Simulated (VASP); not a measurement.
# Si (C2/m) in VASP: single point with LDA

Aim: the single point of Si with LDA.

All numbers are computed with VASP 6.6.1; they aren't measurements. Logs are shortened: lines on timing, memory, paths and dates and some standing lists are left out, and cuts for length are marked.

## Step 1: The cell of the first run

Symmetry: C2/m, No. 12, monoclinic system. The conventional cell has a = 6.652 Å, b = 3.840 Å, c = 9.977 Å, α = 90.00°, β = 109.47°, γ = 90.00°. Si (site symmetry m) has 4 Si at 2.35 Å within 3.1 Å. Si (site symmetry m) has 4 Si at 2.35 Å within 3.1 Å. Within 3.1 Å of Si (site symmetry m) lie 5 Si at 2.35 to 3.04 Å.

## Step 2: Single point, LDA

Contents of INCAR:

```
PREC = Accurate
ENCUT = 520
EDIFF = 1E-6
ISMEAR = 0
SIGMA = 0.05
LREAL = F
LASPH = T
NELM = 80
ALGO = Normal
ISIF = 2
LWAVE = F
LCHARG = T
GGA = CA
LELF = T
LVHAR = T
ISYM = 0
NBANDS = 21
```

Contents of KPOINTS:

```
Automatic mesh
0
Gamma
  8 8 3
```

Contents of POSCAR:

```
Si
1.0
    2.7154700000     -2.7154700000      0.0000000000
    2.7154700000      0.0000000000     -2.7154700000
    6.7886750000      4.0732050000      5.4309400000
Si
6
Direct
    0.3958500000      0.6666666667      0.5416333333
    0.8958500000      0.0000000000      0.2083000000
   -0.1041500000      0.3333333333      0.8749666667
    0.2708500000      0.6666666667      0.7916333333
    0.7708500000      1.0000000000      0.4583000000
    0.2708500000      0.3333333333      0.1249666667
```

Potentials or basis: VASP PAW LDA potentials, release 64 (Si).

The run is started by

```sh
$ cat potpaw_LDA.64/Si/POTCAR > POTCAR
$ mpirun -np 1 vasp_std > vasp.out
```

OUTCAR:

```text
PREC = Accurate
   ENCUT = 520
   EDIFF = 1E-6
   ISMEAR = 0
   LREAL = F
   LASPH = T
   NELM = 80
   ISIF = 2
   GGA = CA
   ISYM = 0

 ion  position               nearest neighbor table
   1  0.396  0.667  0.542-   5 2.35   5 2.35   5 2.35   4 2.35
   2  0.896  0.000  0.208-   6 2.35   6 2.35   5 2.35   6 2.35
   3  0.896  0.333  0.875-   4 2.35   4 2.35   4 2.35   6 3.04   6 3.04
   4  0.271  0.667  0.792-   3 2.35   1 2.35   3 2.35   3 2.35
   5  0.771  0.000  0.458-   1 2.35   1 2.35   1 2.35   2 2.35
   6  0.271  0.333  0.125-   2 2.35   2 2.35   2 2.35   3 3.04   3 3.04

IMPORTANT INFORMATION: All symmetrisations will be switched off!
NOSYMM: (Re-)initialisation of all symmetry stuff for point group C_1.

----------------------------------------------------------------------------------------

                                     Primitive cell

  volume of cell :     120.1396

  direct lattice vectors                    reciprocal lattice vectors
     2.715470000 -2.715470000  0.000000000     0.092065094 -0.276195281  0.092065094
     2.715470000  0.000000000 -2.715470000     0.122753458  0.122753458 -0.245506917
     6.788675000  4.073205000  5.430940000     0.061376729  0.061376729  0.061376729

  length of vectors
     3.840254502  3.840254502  9.600636256     0.305345372  0.300683337  0.106307613

  position of ions in fractional coordinates (direct lattice)
     0.395850000  0.666666667  0.541633333
     0.895850000  0.000000000  0.208300000
     0.895850000  0.333333333  0.874966667
     0.270850000  0.666666667  0.791633333
     0.770850000  0.000000000  0.458300000
     0.270850000  0.333333333  0.124966667

  ion indices of the primitive-cell ions
   primitive index   ion index
                 1           1
                 2           2
                 3           3
                 4           4
                 5           5
                 6           6

----------------------------------------------------------------------------------------

 KPOINTS: Automatic mesh

Automatic generation of k-mesh.
 Grid dimensions read from file:
 generate k-points for:    8    8    3

 Generating k-lattice:

  Cartesian coordinates                     Fractional coordinates (reciprocal lattice)
     0.011508137 -0.034524410  0.011508137     0.125000000  0.000000000  0.000000000
     0.015344182  0.015344182 -0.030688365     0.000000000  0.125000000  0.000000000
     0.020458910  0.020458910  0.020458910     0.000000000  0.000000000  0.333333333

  Length of vectors
     0.038168172  0.037585417  0.035435871

  Shift w.r.t. Gamma in fractional coordinates (k-lattice)
     0.000000000  0.000000000  0.000000000

 -----------------------------------------------------------------------------
|                                                                             |
|           W    W    AA    RRRRR   N    N  II  N    N   GGGG   !!!           |
|           W    W   A  A   R    R  NN   N  II  NN   N  G    G  !!!           |
|           W    W  A    A  R    R  N N  N  II  N N  N  G       !!!           |
|           W WW W  AAAAAA  RRRRR   N  N N  II  N  N N  G  GGG   !            |
|           WW  WW  A    A  R   R   N   NN  II  N   NN  G    G                |
|           W    W  A    A  R    R  N    N  II  N    N   GGGG   !!!           |
|                                                                             |
|     Your reciprocal lattice and k-lattice belong to different lattice       |
|     classes:                                                                |
|                                                                             |
|        The reciprocal lattice is body-centered orthorhombic,                |
|        whereas your k-lattice is base-centered monoclinic.                  |
|                                                                             |
|     Results are often still useful ...                                      |
|                                                                             |
 -----------------------------------------------------------------------------

 WARNING: IBZKPT: internal override: KBLOWUP is changed to .FALSE.
      ... skipping the blow-up phase ...

 Subroutine IBZKPT returns following result:
 ===========================================

 Found     98 irreducible k-points:

 Following reciprocal coordinates:
            Coordinates               Weight
  0.000000  0.000000  0.000000      1.000000
  0.125000  0.000000  0.000000      2.000000
  0.250000  0.000000  0.000000      2.000000
  0.375000  0.000000  0.000000      2.000000
  0.500000  0.000000  0.000000      1.000000
  0.000000  0.125000  0.000000      2.000000
[... 16 lines left out ...]
  0.125000  0.375000  0.000000      2.000000
  0.250000  0.375000  0.000000      2.000000
 [... further k-points ...]
   k-points           NKPTS =     98   k-points in BZ     NKDIM =     98   number of bands    NBANDS=     21
   number of dos      NEDOS =    301   number of ions     NIONS =      6
   total plane-waves  NPLWV =  64800
   dimension x,y,z NGX =    30 NGY =   30 NGZ =   72
   dimension x,y,z NGXF=    60 NGYF=   60 NGZF=  144
   ions per type =               6
   NGX,Y,Z   is equivalent  to a cutoff of  12.99, 12.99, 12.47 a.u.
   NGXF,Y,Z  is equivalent  to a cutoff of  25.97, 25.97, 24.94 a.u.
 SYSTEM =  unknown system
   PREC   = accura    normal or accurate (medium, high low for compatibility)
   ISTART =      0    job   : 0-new  1-cont  2-samecut
   ICHARG =      2    charge: 1-file 2-atom 10-const
   ISPIN  =      1    spin polarized calculation?
   LNONCOLLINEAR =      F non collinear calculations
   LSORBIT =      F    spin-orbit coupling
   LASPH  =      T    aspherical Exc in radial PAW
   ENCUT  =  520.0 eV  38.22 Ry    6.18 a.u.   7.14  7.14 17.85*2*pi/ulx,y,z
   NELM   =     80;   NELMIN=  2; NELMDL= -5     # of ELM steps
   EDIFF  = 0.1E-05   stopping-criterion for ELM
   LREAL  =      F    real-space projection
   EDIFFG = 0.1E-04   stopping-criterion for IOM
   NSW    =      0    number of steps for IOM
   IBRION =     -1    ionic relax: 0-MD 1-quasi-New 2-CG
   NFREE  =      0    steps in history (QN), initial steepest desc. (CG)
   ISIF   =      2    stress and relaxation
   ISYM   =      0    0-nonsym 1-usesym 2-fastsym
   POTIM  = 0.5000    time-step for ionic-motion
   TEBEG  =    0.0;   TEEND  =   0.0 temperature during run
   PSTRESS=    0.0 pullay stress
   NELECT =      24.0000    total number of electrons
   NUPDOWN=      -1.0000    fix difference up-down
   EMIN   =  10.00;   EMAX   =-10.00  energy-range for DOS
   EFERMI =   0.00;   METHOD = LEGACY
   ISMEAR =     0;   SIGMA  =   0.05  broadening in eV -4-tet -1-fermi 0-gaus
   EFERMI_NEDOS =   21; number of points for ismear=-14 and -15
   IALGO  =     38    algorithm
   IMIX   =      4    mixing-type and parameters
     AMIX     =   0.40;   BMIX     =  1.00
     AMIX_MAG =   1.60;   BMIX_MAG =  1.00
  volume/ion in A,a.u.               =      20.02       135.12
  Fermi-wavevector in a.u.,A,eV,Ry     =   0.957010  1.808487 12.461143  0.915868
  Thomas-Fermi vector in A             =   2.085990
   LORBIT       =      0    0 simple, 1 ext, 2 COOP (PROOUT), +10 PAW based schemes
   GGA     = CA    functional components
   LHFCALC =     F    Hartree Fock is set to
   AEXX    =    0.0000 exact exchange contribution
   IVDW    =     0    specifies the selected vdW correction
   LEPSILON=     F    determine dielectric tensor
   LRPA    =     F    only Hartree local field effects (RPA)
 non-spin polarized calculation
 Gauss-broadening in eV      SIGMA  =   0.05
  energy-cutoff  :      520.00
  volume of cell :      120.14
 maximum number of plane-waves:      3255
 NGX is ok and might be reduce to    30
   NGX = 15   NGY = 15   NGZ = 35

 number of electron      23.9999999 magnetization

 Free energy of the ion-electron system (eV)
  ---------------------------------------------------
  ext. energy  EPLUGINS =         0.00000000
  ---------------------------------------------------
  free energy    TOTEN  =       -34.51558434 eV

  energy without entropy =      -34.51401508  energy(sigma->0) =      -34.51479971

 E-fermi :   5.6693     XC(G=0):  -9.6597

 val. band max:        5.6626998264   @ k =   0.0000   0.0000   0.3333
 cond. band min:       5.6774513404   @ k =  -0.3750   0.1250   0.3333
 fundamental gap:      0.0147515140
 Fermi energy:         5.6693317521

 k-point     1 :       0.0000    0.0000    0.0000
  band No.  band energies     occupation
      1      -6.1641      2.00000
      2      -4.8718      2.00000
      3      -4.7378      2.00000
      4       0.3714      2.00000
      5       0.8325      2.00000
      6       4.5347      2.00000
[... 13 lines left out ...]
     20       9.0585      0.00000
     21       9.1331      0.00000

 k-point     2 :       0.1250    0.0000    0.0000
  band No.  band energies     occupation
      1      -5.9747      2.00000
      2      -4.7876      2.00000
      3      -4.4584      2.00000
      4       0.2769      2.00000
      5       1.1094      2.00000
      6       3.3179      2.00000
[... 13 lines left out ...]
     20       9.4414      0.00000
     21       9.7710      0.00000

 k-point     3 :       0.2500    0.0000    0.0000
  band No.  band energies     occupation
      1      -5.4155      2.00000
      2      -4.4049      2.00000
      3      -3.7757      2.00000
      4      -0.0923      2.00000
      5       1.1994      2.00000
      6       1.6215      2.00000
[... 13 lines left out ...]
     20      10.8692      0.00000
     21      11.1433      0.00000
[... 457 lines left out ...]
 k-point    23 :       0.1250    0.3750    0.0000
  band No.  band energies     occupation
      1      -4.9113      2.00000
      2      -3.8380      2.00000
      3      -3.3778      2.00000
      4      -0.3504      2.00000
      5       0.0143      2.00000
      6       1.2380      2.00000
[... 13 lines left out ...]
     20      10.9254      0.00000
     21      11.2146      0.00000

 k-point    24 :       0.2500    0.3750    0.0000
  band No.  band energies     occupation
      1      -4.8958      2.00000
      2      -3.9009      2.00000
      3      -3.2951      2.00000
      4      -0.3787      2.00000
      5      -0.0010      2.00000
      6       1.3070      2.00000
[... 13 lines left out ...]
     20      10.6676      0.00000
     21      10.8878      0.00000

 [... further k-points ...]

------------------------ aborting loop because EDIFF is reached ----------------------------------------

  FORCE on cell =-STRESS in cart. coord.  units (eV):
  Direction    XX          YY          ZZ          XY          YZ          ZX
  --------------------------------------------------------------------------------------
  -------------------------------------------------------------------------------------
  Total       -3.3690681     -3.3861275     -0.3035927      0.5011540      0.5640868      0.6034760
  in kB      -44.9297589    -45.1572625     -4.0487009      6.6833697      7.5226387      8.0479321
  external PRESSURE =     -31.3785741 kB  Pullay stress =       0.0000000 kB

 VOLUME and BASIS-vectors are now :
 -----------------------------------------------------------------------------
  energy-cutoff  :      520.00
  volume of cell :      120.14
      direct lattice vectors                 reciprocal lattice vectors
     2.715470000 -2.715470000  0.000000000     0.092065094 -0.276195281  0.092065094
     2.715470000  0.000000000 -2.715470000     0.122753458  0.122753458 -0.245506917
     6.788675000  4.073205000  5.430940000     0.061376729  0.061376729  0.061376729

 POSITION                                       TOTAL-FORCE (eV/Angst)
 -----------------------------------------------------------------------------------
      6.56220      1.13126      1.13126        -0.090354     -0.087613     -0.231126
      3.84673     -1.58421      1.13126        -0.105023     -0.108680      0.020065
      9.27767      1.13126      3.84673         0.243745      0.242188      0.314801
      7.91994      2.48900      2.48900         0.105023      0.108680     -0.020066
      5.20447     -0.22647      2.48900         0.090354      0.087613      0.231126
      2.48900     -0.22647     -0.22647        -0.243745     -0.242188     -0.314802
 -----------------------------------------------------------------------------------
    total drift:                               -0.000003     -0.000003     -0.000003

  FREE ENERGIE OF THE ION-ELECTRON SYSTEM (eV)
  ---------------------------------------------------
  free  energy   TOTEN  =       -34.5155843353 eV

  energy  without entropy=      -34.5140150844  energy(sigma->0) =      -34.51479971
```

Wall time 2.1 min (1 thread of AMD EPYC 9R45 (Zen 5), shared host); peak memory 0.27 GiB.

Results:

| Quantity | Value |
| --- | --- |
| Free energy | -34.5156 eV |
| Pressure | -3.1 GPa |
| Largest force | 0.466 eV/Å |
| Band gap on the k mesh | zero (band 12 reaches 6.28 eV, above the bottom of band 13 at 5.10 eV) |

Forces in eV/Å, atoms in the order of the input:
```
Si  -0.090 -0.088 -0.231
Si  -0.105 -0.109  0.020
Si   0.244  0.242  0.315
Si   0.105  0.109 -0.020
Si   0.090  0.088  0.231
Si  -0.244 -0.242 -0.315
```

Stress tensor (GPa, compression positive):
```
-4.49  0.67  0.80
 0.67 -4.52  0.75
 0.80  0.75 -0.40
```

Levels at points of the mesh, in eV from the Fermi level:
```csv
k point,band 10,band 11,band 12,band 13,band 14,band 15
"(0.00, 0.00, 0.00)",-0.35,-0.09,0.52,1.56,2.09,2.57
"(0.50, 0.00, 0.00)",-2.17,-1.60,-1.02,-0.57,0.95,1.45
"(0.00, 0.50, 0.00)",-2.45,-1.86,-1.13,0.14,1.08,1.16
"(0.50, 0.50, 0.00)",-2.16,-1.49,-0.46,0.90,0.91,1.33
```
